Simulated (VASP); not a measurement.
# PtSe2 (Sudovikovite) (P-3m1) in VASP: vibrations by perturbation theory with LDA

Aim: the vibrations by perturbation theory of PtSe2 (Sudovikovite) with LDA.

All numbers are computed with VASP 6.6.1; they aren't measurements. Logs are shortened: lines on timing, memory, paths and dates and some standing lists are left out, and cuts for length are marked.

### Step 1. The cell of the first run

Symmetry: P-3m1, No. 164, trigonal system. The conventional cell has a = 3.742 Å, b = 3.742 Å, c = 4.765 Å, α = 90.00°, β = 90.00°, γ = 120.00°. Within 3.3 Å of Pt (site symmetry -3m) lie 6 Se at 2.50 Å. Within 3.3 Å of Se (site symmetry 3m) lie 3 Pt at 2.50 Å and 3 Se at 3.11 Å.

### Step 2. Vibrations by perturbation theory, LDA

File INCAR:

```
PREC     = Accurate       # precision mode
ENCUT    = 520            # plane-wave cutoff, eV
EDIFF    = 1E-8           # SCF threshold, eV
ISMEAR   = -1             # smearing method
SIGMA    = 0.15           # smearing width, eV
LREAL    = False          # projectors in reciprocal space
LASPH    = True           # aspherical terms in the spheres
NELM     = 100            # most SCF steps
ALGO     = Normal         # electronic algorithm
ISIF     = 2              # what is computed and relaxed
LWAVE    = False          # write WAVECAR
LCHARG   = False          # write CHGCAR
IBRION   = 8              # ionic algorithm
NSW      = 1              # ionic steps
```

File KPOINTS:

```
regular mesh
0
Gamma
  15 15 8
```

File POSCAR:

```
PtSe2
1.0
    3.7415147466      0.0000000000      0.0000000000
   -1.8707573733      3.2402468192      0.0000000000
    0.0000000000      0.0000000000      4.7648989231
Pt Se
1 2
Direct
    0.0000000000      0.0000000000      0.0000000000
    0.3333333333      0.6666666667      0.2646933832
    0.6666666667      0.3333333333      0.7353066168
```

Potentials or basis: VASP PAW LDA potentials, release 64 (Pt, Se).

Run with:

```console
$ cat potpaw_LDA.64/Pt/POTCAR potpaw_LDA.64/Se/POTCAR > POTCAR
$ mpirun -np 1 vasp_std > vasp.out
```

OUTCAR:

```text
PREC = Accurate
   ENCUT = 520
   EDIFF = 1E-8
   ISMEAR = -1
   LREAL = False
   LASPH = True
   NELM = 100
   ISIF = 2
   IBRION = 8
   NSW = 1

 ion  position               nearest neighbor table
   1  0.000  0.000  0.000-   2 2.50   3 2.50   3 2.50   2 2.50   3 2.50   2 2.50
   2  0.333  0.667  0.265-   1 2.50   1 2.50   1 2.50
   3  0.667  0.333  0.735-   1 2.50   1 2.50   1 2.50

  LATTYP: Found a hexagonal cell.
 ALAT       =     3.7415147466
 C/A-ratio  =     1.2735213532

  Lattice vectors:

 A1 = (   3.7415147466,   0.0000000000,   0.0000000000)
 A2 = (  -1.8707573733,   3.2402468192,   0.0000000000)
 A3 = (   0.0000000000,   0.0000000000,   4.7648989231)

Analysis of symmetry for initial positions (statically):
=====================================================================
 Subroutine PRICEL returns:
 Original cell was already a primitive cell.

 Routine SETGRP: Setting up the symmetry group for a
 hexagonal supercell.

 Subroutine GETGRP returns: Found 12 space group operations
 (whereof 12 operations were pure point group operations)
 out of a pool of 24 trial point group operations.

The static configuration has the point symmetry D_3d.

Analysis of symmetry for dynamics (positions and initial velocities):
=====================================================================
 Subroutine PRICEL returns:
 Original cell was already a primitive cell.

 Routine SETGRP: Setting up the symmetry group for a
 hexagonal supercell.

 Subroutine GETGRP returns: Found 12 space group operations
 (whereof 12 operations were pure point group operations)
 out of a pool of 24 trial point group operations.

The dynamic configuration has the point symmetry D_3d.

 Subroutine INISYM returns: Found 12 space group operations
 (whereof 12 operations are pure point group operations),
 and found     1 'primitive' translations

----------------------------------------------------------------------------------------

                                     Primitive cell

  volume of cell :      57.7669

  direct lattice vectors                    reciprocal lattice vectors
     3.741514747  0.000000000  0.000000000     0.267271431  0.154309233  0.000000000
    -1.870757373  3.240246819  0.000000000     0.000000000  0.308618465  0.000000000
     0.000000000  0.000000000  4.764898923     0.000000000  0.000000000  0.209868040

  length of vectors
     3.741514747  3.741514747  4.764898923     0.308618465  0.308618465  0.209868040

  position of ions in fractional coordinates (direct lattice)
     0.000000000  0.000000000  0.000000000
     0.333333333  0.666666667  0.264693383
     0.666666667  0.333333333  0.735306617

  ion indices of the primitive-cell ions
   primitive index   ion index
                 1           1
                 2           2
                 3           3

----------------------------------------------------------------------------------------

 KPOINTS: regular mesh

Automatic generation of k-mesh.
 Grid dimensions read from file:
 generate k-points for:   15   15    8

 Generating k-lattice:

  Cartesian coordinates                     Fractional coordinates (reciprocal lattice)
     0.017818095  0.010287282  0.000000000     0.066666667  0.000000000  0.000000000
     0.000000000  0.020574564  0.000000000     0.000000000  0.066666667  0.000000000
     0.000000000  0.000000000  0.026233505     0.000000000  0.000000000  0.125000000

  Length of vectors
     0.020574564  0.020574564  0.026233505
[... 97 lines left out ...]
  ext. energy  EPLUGINS =         0.00000000
  ---------------------------------------------------
  free energy    TOTEN  =       -17.12061429 eV

  energy without entropy =      -17.06031226  energy(sigma->0) =      -17.09046328

 E-fermi :   7.0174     XC(G=0): -11.2044

 val. band max:        6.9616125578   @ k =   0.0000   0.2667   0.2500
 cond. band min:       7.0314260436   @ k =   0.0000   0.3333   0.2500
 fundamental gap:      0.0698134858
 Fermi energy:         7.0174357157

 k-point     1 :       0.0000    0.0000    0.0000
  band No.  band energies     occupation
      1      -8.8423      2.00000
      2      -5.5485      2.00000
      3      -0.2613      2.00000
      4       0.6085      2.00000
      5       0.6085      2.00000
      6       3.1655      2.00000
      7       3.1655      2.00000
      8       4.5936      2.00000
      9       6.0515      1.99681
     10       6.0515      1.99681
     11       7.9208      0.00483
     12       8.1931      0.00079
     13       8.1931      0.00079
     14      10.2428      0.00000
[... 401 lines left out ...]
      2      -6.6322      2.00000
      3      -0.1092      2.00000
      4       1.0177      2.00000
      5       1.4517      2.00000
      6       2.0953      2.00000
      7       2.6315      2.00000
      8       3.5336      2.00000
      9       4.1732      2.00000
     10       4.5033      2.00000
     11       5.6106      1.99983
     12       7.1715      0.52738
     13       7.9886      0.00308
     14      11.2903      0.00000
     15      13.8411      0.00000

 [... further k-points ...]
[... 5 lines left out ...]
  --------------------------------------------------------------------------------------
  -------------------------------------------------------------------------------------
  Total        0.1711987      0.1711987      0.1068448     -0.0000000      0.0000000     -0.0000000
  in kB        4.7482314      4.7482314      2.9633608     -0.0000000      0.0000000     -0.0000000
  external PRESSURE =       4.1532746 kB  Pullay stress =       0.0000000 kB

 VOLUME and BASIS-vectors are now :
 -----------------------------------------------------------------------------
  energy-cutoff  :      520.00
  volume of cell :       57.77
      direct lattice vectors                 reciprocal lattice vectors
     3.741514747  0.000000000  0.000000000     0.267271431  0.154309233  0.000000000
    -1.870757373  3.240246819  0.000000000     0.000000000  0.308618465  0.000000000
     0.000000000  0.000000000  4.764898923     0.000000000  0.000000000  0.209868040

 POSITION                                       TOTAL-FORCE (eV/Angst)
 -----------------------------------------------------------------------------------
      0.00000      0.00000      0.00000        -0.000000      0.000000      0.000000
     -0.00000      2.16016      1.26124         0.000000      0.000000      0.050332
      1.87076      1.08008      3.50366        -0.000000      0.000000     -0.050332
 -----------------------------------------------------------------------------------
    total drift:                               -0.000000     -0.000000      0.000000

  FREE ENERGIE OF THE ION-ELECTRON SYSTEM (eV)
  ---------------------------------------------------
  free  energy   TOTEN  =       -17.1206142932 eV

  energy  without entropy=      -17.0603122615  energy(sigma->0) =      -17.09046328

[... ionic steps 2 to 3 ...]

--------------------------------------- Ionic step        4  -------------------------------------------

------------------------ aborting loop because EDIFF is reached ----------------------------------------
[... 11 lines left out ...]
[... ionic steps 8 to 8 ...]

--------------------------------------- Ionic step        9  -------------------------------------------

 Free energy of the ion-electron system (eV)
  ---------------------------------------------------
  ---------------------------------------------------
  free energy    TOTEN  =        -0.08929038 eV

  energy without entropy =       -0.08927564

------------------------ aborting loop because EDIFF is reached ----------------------------------------

 INTERNAL STRAIN TENSOR  FOR ION    2  DIRECTION 3   (eV/Angst):
 -----------------------------------------------------------------------------
   -10.59257  0.00000  0.00000
     0.00000-10.59257 -0.00000
     0.00000 -0.00000-11.61158

 INTERNAL STRAIN TENSOR FOR ION    3 for displacements in x,y,z  (eV/Angst):
          X           Y           Z          XY          YZ          ZX
  --------------------------------------------------------------------------------
  x     0.00000    -0.00000     0.00000    -4.24161     0.00000     7.71473
  y    -4.24161     4.24161     0.00000     0.00000     8.45553     0.00000
  z    10.59257    10.59257    11.61158     0.00000    -0.00000     0.00000

 SECOND DERIVATIVES (NOT SYMMETRIZED)
 ------------------------------------
               1X          1Y          1Z          2X          2Y          2Z          3X          3Y          3Z
  1X   -15.348969    0.000000    0.000000    7.674485    0.000000    0.000000    7.674485    0.000000    0.000000
  1Y     0.000000  -15.348969    0.000000    0.000000    7.674485    0.000000    0.000000    7.674485    0.000000
  1Z     0.000000    0.000000  -15.234164    0.000000    0.000000    7.617082   -0.000000    0.000000    7.617082
  2X     7.680289    0.000000    0.000000   -7.596328    0.000000    0.000000   -0.083961    0.000000    0.000000
  2Y     0.000000    7.680289    0.000000    0.000000   -7.596328    0.000000    0.000000   -0.083961   -0.000000
  2Z     0.000000   -0.000000    7.616233    0.000000   -0.000000  -10.008319    0.000000   -0.000000    2.392086
  3X     7.680289    0.000000    0.000000   -0.083961    0.000000    0.000000   -7.596328    0.000000    0.000000
  3Y     0.000000    7.680289    0.000000    0.000000   -0.083961   -0.000000    0.000000   -7.596328    0.000000
  3Z     0.000000   -0.000000    7.616233    0.000000   -0.000000    2.392086    0.000000   -0.000000  -10.008319

 Eigenvectors and eigenvalues of the dynamical matrix
 ----------------------------------------------------

   1 f  =    6.557578 THz    41.202480 2PiTHz  218.737269 cm-1    27.119953 meV
             X         Y         Z           dx          dy          dz
      0.000000  0.000000  0.000000    -0.000003   -0.668714   -0.000000
     -0.000000  2.160165  1.261237     0.000003    0.525748    0.000000
      1.870757  1.080082  3.503662     0.000003    0.525748    0.000000
[... 43 lines left out ...]
   9 f/i=    0.001232 THz     0.007744 2PiTHz    0.041109 cm-1     0.005097 meV
             X         Y         Z           dx          dy          dz
      0.000000  0.000000  0.000000    -0.190291   -0.718756    0.000000
     -0.000000  2.160165  1.261237    -0.121019   -0.457104    0.000000
      1.870757  1.080082  3.503662    -0.121019   -0.457104    0.000000

--------------------------------------------------------------------------------------------------------

 ELASTIC MODULI CONTR FROM IONIC RELAXATION (kBar)
 Direction    XX          YY          ZZ          XY          YZ          ZX
 --------------------------------------------------------------------------------
 XX        -634.7581   -369.0671   -550.1971     -0.0000    264.8234      0.0000
 YY        -369.0671   -634.7581   -550.1971      0.0000   -264.8234     -0.0000
 ZZ        -550.1971   -550.1971   -603.1265      0.0000      0.0000     -0.0000
 XY          -0.0000      0.0000      0.0000   -132.8455      0.0000    241.6220
 YZ         264.8234   -264.8234      0.0000      0.0000   -527.9175     -0.0000
 ZX           0.0000     -0.0000     -0.0000    241.6220     -0.0000   -439.4669
 --------------------------------------------------------------------------------
```

It took 26 min on 1 thread of Intel Xeon Platinum 8259CL at 2.50GHz (Skylake/Cascade Lake), shared host; peak memory 1.6 GiB.

What came out:

```
Highest phonon frequency at Γ, LO-TO splitting left out : 219 cm⁻¹
```

Phonon frequencies in cm⁻¹ (negative: imaginary):
| q point | frequencies |
| --- | --- |
| (0.000, 0.000, 0.000) | 0 0 0 161 161 207 218 219 219 |

Caveat: spin-orbit coupling is left out, which moves the levels of the heavy elements.
